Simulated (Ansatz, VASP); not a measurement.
One calculation of ZnS, two programs

POSCAR

```
ZnS
1.0
    0.0000000000      2.7217752283      2.7217752283
    2.7217752283      0.0000000000      2.7217752283
    2.7217752283      2.7217752283      0.0000000000
Zn S
1 1
Direct
    0.0000000000      0.0000000000      0.0000000000
    0.2500000000      0.2500000000      0.2500000000
```

INCAR.step1

```
PREC = Accurate
ENCUT = 400
EDIFF = 1E-5
ISMEAR = 0
SIGMA = 0.01
LREAL = False
LASPH = True
NELM = 120
ALGO = Normal
ISIF = 2
LWAVE = True
NBANDS = 16
GGA = PE
GGA_COMPAT = False
```

INCAR.step2

```
PREC = Accurate
ENCUT = 400
EDIFF = 1E-6
ISMEAR = 0
SIGMA = 0.01
LREAL = False
LASPH = True
NELM = 120
ALGO = Normal
ISIF = 2
LWAVE = False
LCHARG = True
GGA = PE
LHFCALC = True
AEXX = 0.25
PRECFOCK = Normal
LELF = True
LVHAR = True
NBANDS = 16
ISTART = 1
GGA_COMPAT = False
```

KPOINTS

```
Automatic mesh
0
Gamma
  6 6 6
```

Input for Ansatz:

```yaml
crystal:
  lattice:
    - [0.0, 2.7217752283, 2.7217752283]
    - [2.7217752283, 0.0, 2.7217752283]
    - [2.7217752283, 2.7217752283, 0.0]
  atoms:
    - { symbol: Zn, position: [0.0, 0.0, 0.0] }
    - { symbol: S, position: [0.25, 0.25, 0.25] }
basis:
  ecutwfc: 420
kpoints:
  mp_grid: { grid: [6, 6, 6] }
  band_path:
    path:
      - [0.0, 0.0, 0.0]
      - [-0.5, -0.5, 0.0]
      - [-0.375, -0.375, 0.25]
      - [-0.375, 0.0, 0.375]
      - [0.0, 0.0, 0.5]
      - [-0.5, -0.25, 0.25]
    npoints: 1
hamiltonian:
  xc: pbe0
scf:
  occupations: { method: fixed }
  n_extra_bands: 4
output:
  forces: true
  stress: true
  eigenvalues: true
```

Alike in both runs: task single point; functional PBE0; k mesh 6 × 6 × 6; no spin polarisation.

```csv
,VASP,Ansatz
version,VASP 6.6.1,Ansatz 0.2.0
potentials or method,"VASP PAW PBE potentials, release 64 (Zn, S), cutoff 400 eV","scalar-relativistic, plane waves, PAW"
occupations,"gaussian, width 0.01 eV",fixed
valence electrons in the cell,18,18
```

|  | VASP | Ansatz | Ansatz less VASP |
| --- | --- | --- | --- |
| gap on the k mesh at the Fermi level (eV) | 3.90 | 3.89 | -0.008 |
| least direct gap on the mesh (eV) | 3.90 | 3.89 | -0.008 |
| pressure (GPa) | -1.3 | -1.0 | +0.33 |

Ansatz's warnings: stress exchange threshold loose, stress scf threshold loose.
